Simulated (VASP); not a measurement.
# AgI (P6_3mc) in VASP: single point with PBE

Aim: the single point of AgI with PBE.

Everything below comes from runs of VASP 6.6.1. Logs are shortened: lines on timing, memory, paths and dates and some standing lists are left out, and cuts for length are marked.

**1. The cell of the first run**

It takes space group P6_3mc (No. 186, hexagonal). The conventional cell has a = 4.685 Å, b = 4.685 Å, c = 7.663 Å, α = 90.00°, β = 90.00°, γ = 120.00°. Within 3.8 Å of Ag (site symmetry 3m) lie 4 I at 2.87 Å. I (site symmetry 3m) has 4 Ag at 2.87 Å within 3.8 Å.

**2. Single point, PBE**

POSCAR reads:

```
AgI
1.0
    4.6849399603      0.0000000000      0.0000000000
   -2.3424699801      4.0572770209      0.0000000000
    0.0000000000      0.0000000000      7.6633544946
Ag I
2 2
Direct
    0.3333333333      0.6666666667      0.0000948701
    0.6666666667      0.3333333333      0.5000948701
    0.3333333333      0.6666666667      0.3749051299
    0.6666666667      0.3333333333      0.8749051299
```

INCAR.step1 reads:

```
SYSTEM = AgI
ALGO = Normal
EDIFF = 1E-6
ENCUT = 400
GGA = PE
GGA_COMPAT = .FALSE.
ISIF = 2
ISMEAR = 0
LASPH = .TRUE.
LCHARG = .TRUE.
LMAXMIX = 4
LORBIT = 11
LREAL = .FALSE.
LWAVE = .FALSE.
NBANDS = 26
NEDOS = 2001
NELM = 120
PREC = Accurate
SIGMA = 0.05
```

KPOINTS.step1 reads:

```
k-points
0
G
  8 8 6
  0 0 0
```

INCAR.step2 reads:

```
SYSTEM = AgI
ALGO = Normal
EDIFF = 1E-6
ENCUT = 400
GGA = PE
GGA_COMPAT = .FALSE.
ICHARG = 11
ISIF = 2
ISMEAR = -5
LASPH = .TRUE.
LCHARG = .FALSE.
LMAXMIX = 4
LORBIT = 11
LREAL = .FALSE.
LWAVE = .FALSE.
NBANDS = 26
NEDOS = 2001
NELM = 120
PREC = Accurate
SIGMA = 0.05
```

KPOINTS.step2 reads:

```
k-points
0
G
  12 12 9
  0 0 0
```

Potentials or basis: VASP PAW PBE potentials, release 64 (Ag, I).

Launch:

```
$ cat potpaw_PBE.64/Ag/POTCAR potpaw_PBE.64/I/POTCAR > POTCAR
$ cp INCAR.step1 INCAR
$ cp KPOINTS.step1 KPOINTS
$ mpirun -np 1 vasp_std > vasp.out
$ cp INCAR.step2 INCAR
$ cp KPOINTS.step2 KPOINTS
$ mpirun -np 1 vasp_std > vasp.out
```

OUTCAR:

```text
SYSTEM = AgI
   EDIFF = 1E-6
   ENCUT = 400
   GGA = PE
   ICHARG = 11
   ISIF = 2
   ISMEAR = -5
   LASPH = .TRUE.
   LORBIT = 11
   LREAL = .FALSE.
   NELM = 120
   PREC = Accurate

 ion  position               nearest neighbor table
   1  0.333  0.667  0.000-   4 2.87   4 2.87   4 2.87   3 2.87
   2  0.667  0.333  0.500-   3 2.87   3 2.87   3 2.87   4 2.87
   3  0.333  0.667  0.375-   2 2.87   2 2.87   2 2.87   1 2.87
   4  0.667  0.333  0.875-   1 2.87   1 2.87   1 2.87   2 2.87

  LATTYP: Found a hexagonal cell.
 ALAT       =     4.6849399603
 C/A-ratio  =     1.6357423061

  Lattice vectors:

 A1 = (   4.6849399603,   0.0000000000,   0.0000000000)
 A2 = (  -2.3424699801,   4.0572770209,   0.0000000000)
 A3 = (   0.0000000000,   0.0000000000,   7.6633544946)

Analysis of symmetry for initial positions (statically):
=====================================================================
 Subroutine PRICEL returns:
 Original cell was already a primitive cell.

 Routine SETGRP: Setting up the symmetry group for a
 hexagonal supercell.

 Subroutine GETGRP returns: Found 12 space group operations
 (whereof  6 operations were pure point group operations)
 out of a pool of 24 trial point group operations.

The static configuration has the point symmetry C_3v.
 The point group associated with its full space group is C_6v.

Analysis of symmetry for dynamics (positions and initial velocities):
=====================================================================
 Subroutine PRICEL returns:
 Original cell was already a primitive cell.

 Routine SETGRP: Setting up the symmetry group for a
 hexagonal supercell.

 Subroutine GETGRP returns: Found 12 space group operations
 (whereof  6 operations were pure point group operations)
 out of a pool of 24 trial point group operations.

The dynamic configuration has the point symmetry C_3v.
 The point group associated with its full space group is C_6v.

 Subroutine INISYM returns: Found 12 space group operations
 (whereof  6 operations are pure point group operations),
 and found     1 'primitive' translations

----------------------------------------------------------------------------------------

                                     Primitive cell

  volume of cell :     145.6658

  direct lattice vectors                    reciprocal lattice vectors
     4.684939960  0.000000000  0.000000000     0.213449907  0.123235361  0.000000000
    -2.342469980  4.057277021  0.000000000     0.000000000  0.246470723  0.000000000
[... 96 lines left out ...]
   NFREE  =      0    steps in history (QN), initial steepest desc. (CG)
   ISIF   =      2    stress and relaxation
   ISYM   =      2    0-nonsym 1-usesym 2-fastsym
   POTIM  = 0.5000    time-step for ionic-motion
   TEBEG  =    0.0;   TEEND  =   0.0 temperature during run
   PSTRESS=    0.0 pullay stress
   NELECT =      36.0000    total number of electrons
   NUPDOWN=      -1.0000    fix difference up-down
   EMIN   =  10.00;   EMAX   =-10.00  energy-range for DOS
   EFERMI =   0.00;   METHOD = LEGACY
   ISMEAR =    -5;   SIGMA  =   0.05  broadening in eV -4-tet -1-fermi 0-gaus
   EFERMI_NEDOS =   21; number of points for ismear=-14 and -15
   IALGO  =     38    algorithm
   IMIX   =      4    mixing-type and parameters
     AMIX     =   0.40;   BMIX     =  1.00
     AMIX_MAG =   1.60;   BMIX_MAG =  1.00
  volume/ion in A,a.u.               =      36.42       245.75
  Fermi-wavevector in a.u.,A,eV,Ry     =   1.027361  1.941431 14.360553  1.055471
  Thomas-Fermi vector in A             =   2.161302
   LORBIT       =     11    0 simple, 1 ext, 2 COOP (PROOUT), +10 PAW based schemes
   GGA     = PE    functional components
   LHFCALC =     F    Hartree Fock is set to
   AEXX    =    0.0000 exact exchange contribution
   IVDW    =     0    specifies the selected vdW correction
   LEPSILON=     F    determine dielectric tensor
   LRPA    =     F    only Hartree local field effects (RPA)
 non-spin polarized calculation
 Fermi weights with tetrahedron method with Bloechl corrections
  energy-cutoff  :      400.00
  volume of cell :      145.67
 maximum number of plane-waves:      2677
 NGX is ok and might be reduce to    32

 number of electron      35.9999992 magnetization

 Free energy of the ion-electron system (eV)
  ---------------------------------------------------
  ext. energy  EPLUGINS =         0.00000000
  ---------------------------------------------------
  free energy    TOTEN  =        -9.58019326 eV

  energy without entropy =       -9.58019326  energy(sigma->0) =       -9.58019326

 E-fermi :   2.4725     XC(G=0):  -8.1451

 val. band max:        2.4671735565   @ k =   0.0000   0.0000   0.0000
 cond. band min:       3.8354957916   @ k =   0.0000   0.0000   0.0000
 fundamental gap:      1.3683222351
 Fermi energy:         2.4725219489

 k-point     1 :       0.0000    0.0000    0.0000
  band No.  band energies     occupation
      1     -10.0120      2.00000
      2      -9.7670      2.00000
      3      -1.3822      2.00000
      4      -1.3795      2.00000
      5      -1.3794      2.00000
      6      -1.2819      2.00000
[... 685 lines left out ...]
     25       9.7756      0.00000
     26      10.2832      0.00000

 [... further k-points ...]
[... 5 lines left out ...]
  --------------------------------------------------------------------------------------
  -------------------------------------------------------------------------------------
  Total       -0.1494160     -0.1494160     -0.1497825     -0.0000000      0.0000000      0.0000000
  in kB       -1.6434262     -1.6434262     -1.6474567     -0.0000000      0.0000000      0.0000000
  external PRESSURE =      -1.6447697 kB  Pullay stress =       0.0000000 kB

 VOLUME and BASIS-vectors are now :
 -----------------------------------------------------------------------------
  energy-cutoff  :      400.00
  volume of cell :      145.67
      direct lattice vectors                 reciprocal lattice vectors
     4.684939960  0.000000000  0.000000000     0.213449907  0.123235361  0.000000000
    -2.342469980  4.057277021  0.000000000     0.000000000  0.246470723  0.000000000
     0.000000000  0.000000000  7.663354495     0.000000000  0.000000000  0.130491158

 POSITION                                       TOTAL-FORCE (eV/Angst)
 -----------------------------------------------------------------------------------
     -0.00000      2.70485      0.00073         0.000000     -0.000000     -0.000398
      2.34247      1.35243      3.83240        -0.000000     -0.000000     -0.000398
     -0.00000      2.70485      2.87303        -0.000000      0.000000      0.000398
      2.34247      1.35243      6.70471         0.000000      0.000000      0.000398
 -----------------------------------------------------------------------------------
    total drift:                               -0.000000     -0.000000     -0.000545

  FREE ENERGIE OF THE ION-ELECTRON SYSTEM (eV)
  ---------------------------------------------------
  free  energy   TOTEN  =        -9.5801932601 eV

  energy  without entropy=       -9.5801932601  energy(sigma->0) =       -9.58019326

 total charge

# of ion       s       p       d       tot
------------------------------------------
    1        0.286   0.195   9.303   9.783
    2        0.286   0.195   9.303   9.783
    3        1.499   2.751   0.028   4.279
    4        1.499   2.751   0.028   4.279
--------------------------------------------------
tot          3.570   5.891  18.662  28.123
```

Wall time 79 s (1 thread of Intel Xeon 6975P-C (Granite Rapids), shared host); peak memory 0.35 GiB.

What came out:

```yaml
Valence_electrons_inside_the_program's_atomic_spheres: Ag 9.78; I 4.28
```

Caveat: spin-orbit coupling is left out, which moves the levels of the heavy elements.
